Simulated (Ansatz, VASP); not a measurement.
## Two plane-wave programs on EuS

File INCAR:

```
SYSTEM = EuS
  PREC = Accurate
  ENCUT = 600
  EDIFF = 1E-6
  ISMEAR = -1
  SIGMA = 0.15
  LREAL = .False.
  LASPH = .True.
  NELM = 200
  ALGO = Normal
  ISIF = 2
  LWAVE = .False.
  LCHARG = .False.
  ISPIN = 2
  MAGMOM = 7 0
  LORBIT = 11
  LMAXMIX = 6
  LDAU = .True.
  LDAUTYPE = 2
  LDAUL = 3 -1
  LDAUU = 4 0
  LDAUJ = 0 0
  LDAUPRINT = 1
  GGA = PE
  NBANDS = 22
  GGA_COMPAT = .False.
```

The input KPOINTS:

```
Automatic mesh
0
Gamma
  7 7 7
  0 0 0
```

The input POSCAR:

```
EuS
1.0
    0.0000000000      2.9785000000      2.9785000000
    2.9785000000      0.0000000000      2.9785000000
    2.9785000000      2.9785000000      0.0000000000
Eu S
1 1
Direct
    0.0000000000      0.0000000000      0.0000000000
    0.5000000000      0.5000000000      0.5000000000
```

Input for Ansatz:

```yaml
crystal:
  lattice:
    - [0.0, 2.9785, 2.9785]
    - [2.9785, 0.0, 2.9785]
    - [2.9785, 2.9785, 0.0]
  atoms:
    - { symbol: Eu, position: [0.0, 0.0, 0.0] }
    - { symbol: S, position: [0.5, 0.5, 0.5] }
kpoints:
  mp_grid:
    grid: [7, 7, 7]
    shift: [0.0, 0.0, 0.0]
hamiltonian:
  xc: pbe
  hubbard:
    - { species: Eu, l: f, u_eff: 4.0 }
magnetization:
  spin_polarized: true
  per_species:
    Eu: 7.0
scf:
  occupations:
    method: fermi_dirac
    width: 0.15
output:
  eigenvalues: true
```

Alike in both runs: task single point; functional PBE; k mesh 7 × 7 × 7; occupations fermi-dirac, width 0.15 eV; collinear spin; Hubbard terms Eu f U = 4.0 eV.

|  | VASP | Ansatz |
| --- | --- | --- |
| version | VASP 6.6.1 | Ansatz 0.2.0 |
| potentials or method | VASP PAW PBE potentials, release 64 (Eu, S) | plane waves, PAW |
| plane-wave cutoff (eV) | 600 | 420 |
| valence electrons in the cell | 23 | 23 |

VASP gave:

```
net moment per atom (μB)                                      : 3.50
size of the moment on the site where the two differ most (μB) : 6.68
```

Which values does Ansatz return?

net moment per atom (μB): 3.50; size of the moment on the site where the two differ most (μB): 6.84.

Site moments also hang on the region over which each program counts them. The programs project onto different local orbitals, so the same U acts differently, and such runs can settle in different states. Ansatz's warnings: filled band counts differ across k points, stability check not made.

Neither program's run includes spin-orbit coupling.
